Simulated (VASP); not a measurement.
Wanted: the native input for a VASP 6.6.1 run.

```yaml
Task: single point
Functional: PBEsol
Potentials_or_basis: VASP PAW PBE potentials, release 64 (Na_pv, Ag)
Cutoff: 520 eV
k_mesh: 9 × 9 × 9
Occupations: fermi-dirac, width 0.05 eV
Spin: no spin polarisation
Dipole_correction: no
k_mesh_for_the_DOS: 14 × 14 × 14
Occupations_for_the_DOS: tetrahedron
Further_INCAR_settings: ALGO = Normal; EDIFF = 1e-06; NBANDS = 26
```

Crystal: NaAg (NaTl type).

```
Na Ag
1.0
     0.00000    3.44133    3.44133
     3.44133    0.00000    3.44133
     3.44133    3.44133    0.00000
Na Ag
2 2
Cartesian
  0.8603 0.8603 0.8603
  -0.8603 -0.8603 -0.8603
  2.5810 2.5810 2.5810
  -2.5810 -2.5810 -2.5810
```

These files were run (other wordings do the same):

POSCAR

```
NaAg
1.0
    0.0000000000      3.4413336844      3.4413336844
    3.4413336844      0.0000000000      3.4413336844
    3.4413336844      3.4413336844      0.0000000000
Na Ag
2 2
Direct
    0.1250000000      0.1250000000      0.1250000000
   -0.1250000000     -0.1250000000     -0.1250000000
    0.3750000000      0.3750000000      0.3750000000
   -0.3750000000     -0.3750000000     -0.3750000000
```

INCAR.step1

```
PREC     = Accurate       # precision mode
ENCUT    = 520            # plane-wave cutoff, eV
EDIFF    = 1E-6           # SCF threshold, eV
ISMEAR   = -1             # smearing method
SIGMA    = 0.05           # smearing width, eV
LREAL    = F              # projectors in reciprocal space
LASPH    = T              # aspherical terms in the spheres
NELM     = 80             # most SCF steps
ALGO     = Normal         # electronic algorithm
ISIF     = 2              # what is computed and relaxed
LWAVE    = F              # write WAVECAR
LCHARG   = T              # write CHGCAR
LMAXMIX  = 4              # l up to which the mixer works
GGA      = PS             # functional
NBANDS   = 26             # bands
```

KPOINTS.step1

```
regular mesh
0
Gamma
  9 9 9
```

INCAR.step2

```
PREC     = Accurate       # precision mode
ENCUT    = 520            # plane-wave cutoff, eV
EDIFF    = 1E-6           # SCF threshold, eV
ISMEAR   = -5             # smearing method
SIGMA    = 0.05           # smearing width, eV
LREAL    = F              # projectors in reciprocal space
LASPH    = T              # aspherical terms in the spheres
NELM     = 80             # most SCF steps
ALGO     = Normal         # electronic algorithm
ISIF     = 2              # what is computed and relaxed
LWAVE    = F              # write WAVECAR
LCHARG   = F              # write CHGCAR
LMAXMIX  = 4              # l up to which the mixer works
GGA      = PS             # functional
LORBIT   = 11             # projections on sites
NBANDS   = 26             # bands
NEDOS    = 1001           # points of the DOS
ICHARG   = 11             # starting density
```

KPOINTS.step2

```
regular mesh
0
Gamma
  14 14 14
```

Potentials or basis: VASP PAW PBE potentials, release 64 (Na_pv, Ag).

Run with:

```sh
$ cat potpaw_PBE.64/Na_pv/POTCAR potpaw_PBE.64/Ag/POTCAR > POTCAR
$ cp INCAR.step1 INCAR
$ cp KPOINTS.step1 KPOINTS
$ mpirun -np 1 vasp_std > vasp.out
$ cp INCAR.step2 INCAR
$ cp KPOINTS.step2 KPOINTS
$ mpirun -np 1 vasp_std > vasp.out
```

It gave:

```json
{"Valence electrons inside the program's atomic spheres": "Na 6.09; Ag 9.83"}
```

Wall time 73 s on 1 thread of Intel(R) Xeon(R) 6975P-C (Granite Rapids), on a shared host, peak memory 0.32 GiB.
